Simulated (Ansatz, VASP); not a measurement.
**Two plane-wave programs on ScGa2As3**

```
CELL_PARAMETERS angstrom
-4.12582 4.12370 0.00764
4.11585 4.11401 -0.00587
2.07855 -2.06379 -8.99315
ATOMIC_POSITIONS crystal
Sc 0.00115 0.99811 0.99991
Sc 0.50114 0.49804 0.00005
Ga 0.82943 0.50000 0.65809
Ga 0.32954 0.99990 0.65827
Ga 0.16993 0.50115 0.34173
Ga 0.67011 0.00119 0.34182
As 0.65966 0.24920 0.81673
As 0.15965 0.74901 0.81681
As 0.33980 0.25109 0.18331
As 0.83976 0.75131 0.18320
As 0.99999 0.25046 0.50008
As 0.49984 0.75054 0.50000
```

Change from the starting cell: cell x2, atoms moved at random (sigma 0.1 Å) and cell strained at random (1.5 %), then relaxed without symmetry.

Alike in both runs: functional PBE; k mesh 4 × 2 × 4; occupations gaussian, width 0.1 eV; no spin polarisation.

Ansatz relaxed the structure, and its values are those at the end. VASP's run is a single point on that final structure, the one shown.

|  | VASP | Ansatz |
| --- | --- | --- |
| version | VASP 6.6.1 | Ansatz 0.2.0 |
| potentials or method | VASP PAW PBE potentials, release 64 (Sc_sv, Ga_d, As), cutoff 520 eV | scalar-relativistic, plane waves, PAW |
| valence electrons in the cell | 104 | 164 |

|  | VASP | Ansatz | Ansatz less VASP |
| --- | --- | --- | --- |
| gap on the k mesh at the Fermi level (eV) | 0.40 | 0.41 | +0.004 |
| least direct gap on the mesh (eV) | 0.74 | 0.74 | +0.003 |
| pressure (GPa) | 0.2 | 0.0 | -0.18 |
| rms of the force components (eV/Å) | 0.003 | 0.003 | 0.0000 |

The functional is the same, so the differences come from potentials, cutoffs and numerics. VASP's potentials hold 104 valence electrons a cell and Ansatz's 164, so a difference there can come from the potentials and not from the codes.

The k mesh is coarse, so the values compare programs but aren't converged.
